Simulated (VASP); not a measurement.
Write the native input for VASP 6.6.1 that does the following.

| Property | Result |
| --- | --- |
| Task | single point |
| Functional | PBE |
| Potentials or basis | VASP PAW PBE potentials, release 64 (Be, Cd, Te) |
| Cutoff | 520 eV |
| k mesh | 3 × 3 × 3 |
| Occupations | gaussian, width 0.2 eV |
| Spin | no spin polarisation |
| Dipole correction | no |
| Further INCAR settings | ALGO = Normal; EDIFF = 1e-07; NBANDS = 41 |

The structure of BeCd3Te4 lies in POSCAR:

```
BeCd3Te4
1.0
    6.3750496415      0.0000000000      0.0000000000
    0.0000000000      6.3750496415      0.0000000000
    0.0000000000      0.0000000000      6.3750496415
Be Cd Te
1 3 4
Direct
    0.0000000000      0.0000000000      0.0000000000
    0.5000000000      0.0000000000      0.5000000000
    0.0000000000      0.5000000000      0.5000000000
    0.5000000000      0.5000000000      0.0000000000
    0.2265338466      0.7734661534      0.7734661534
    0.7734661534      0.7734661534      0.2265338466
    0.7734661534      0.2265338466      0.7734661534
    0.2265338466      0.2265338466      0.2265338466
```

One way to write it, as run:

INCAR

```
PREC     = Accurate       # precision mode
ENCUT    = 520            # plane-wave cutoff, eV
EDIFF    = 1E-7           # SCF threshold, eV
ISMEAR   = 0              # smearing method
SIGMA    = 0.2            # smearing width, eV
LREAL    = F              # projectors in reciprocal space
LASPH    = T              # aspherical terms in the spheres
NELM     = 60             # most SCF steps
ALGO     = Normal         # electronic algorithm
ISIF     = 2              # what is computed and relaxed
LWAVE    = F              # write WAVECAR
LCHARG   = F              # write CHGCAR
GGA      = PE             # functional
NBANDS   = 41             # bands
```

KPOINTS

```
Automatic mesh
0
Gamma
  3 3 3
```

Potentials or basis: VASP PAW PBE potentials, release 64 (Be, Cd, Te).

Command:

```bash
$ cat potpaw_PBE.64/Be/POTCAR potpaw_PBE.64/Cd/POTCAR potpaw_PBE.64/Te/POTCAR > POTCAR
$ mpirun -np 1 vasp_std > vasp.out
```

It gave:

```yaml
Pressure: 0.1 GPa
Band_gap_on_the_k_mesh: 1.11 eV
```

Caveat: spin-orbit coupling is left out, which moves the levels of the heavy elements.

Run time: 2.2 min on 1 thread of Intel Xeon 8259CL (shared host), peak memory 0.31 GiB.
